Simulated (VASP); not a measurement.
Set up this calculation in VASP 6.6.1, as the native input.

```
Task                   : single point
Functional             : BLYP
Dispersion             : D4
Potentials or basis    : VASP PAW PBE potentials, release 64 (Si, C)
Cutoff                 : 520 eV
k mesh                 : 10 × 10 × 3
Occupations            : fermi-dirac, width 0.05 eV
Spin                   : no spin polarisation
Dipole correction      : no
Further INCAR settings : ALGO = Normal; EDIFF = 1e-06; NBANDS = 26
```

The structure of SiC lies in POSCAR:

```
SiC
1.0
    3.0129072637      0.0000000000      0.0000000000
   -1.5064536318      2.6092542296      0.0000000000
    0.0000000000      0.0000000000      9.8650653976
Si C
4 4
Direct
    0.0000000000      0.0000000000      0.1878943800
    0.0000000000      0.0000000000      0.6878943800
    0.3333333333      0.6666666667      0.4378419800
    0.6666666667      0.3333333333      0.9378419800
    0.0000000000      0.0000000000      0.0004600500
    0.0000000000      0.0000000000      0.5004600500
    0.3333333333      0.6666666667      0.2498025900
    0.6666666667      0.3333333333      0.7498025900
```

One way to write it, as run:

INCAR

```
SYSTEM = SiC
PREC = Accurate ; ENCUT = 520
EDIFF = 1E-6 ; ISMEAR = -1
SIGMA = 0.05 ; LREAL = .False.
LASPH = .True. ; NELM = 100
ALGO = Normal ; ISIF = 2
LWAVE = .False. ; LCHARG = .False.
GGA = B5 ; ALDAX = 1.0
AGGAX = 1.0 ; AGGAC = 1.0
ALDAC = 0.0 ; IVDW = 13
VDW_S6 = 1.0 ; VDW_S8 = 2.34076671
VDW_A1 = 0.44488865 ; VDW_A2 = 4.0933009
NBANDS = 26
```

KPOINTS

```
regular mesh
0
Gamma
  10 10 3
  0 0 0
```

Potentials or basis: VASP PAW PBE potentials, release 64 (Si, C).

Command:

```bash
$ cat potpaw_PBE.64/Si/POTCAR potpaw_PBE.64/C/POTCAR > POTCAR
$ mpirun -np 1 vasp_std > vasp.out
```

Results of the run:

| Quantity | Value |
| --- | --- |
| Pressure | 15.2 GPa |
| Largest force | 0.013 eV/Å |
| Band gap on the k mesh | 2.56 eV, indirect (least direct gap 3.69 eV) |
| Dispersion energy per atom | -0.678 eV |

Caveat: the PAW data sets were made with another functional, which shifts forces and pressure a little.

It took 2.1 min on 1 thread of Intel Xeon 8259CL, on a shared host, peak memory 0.21 GiB.
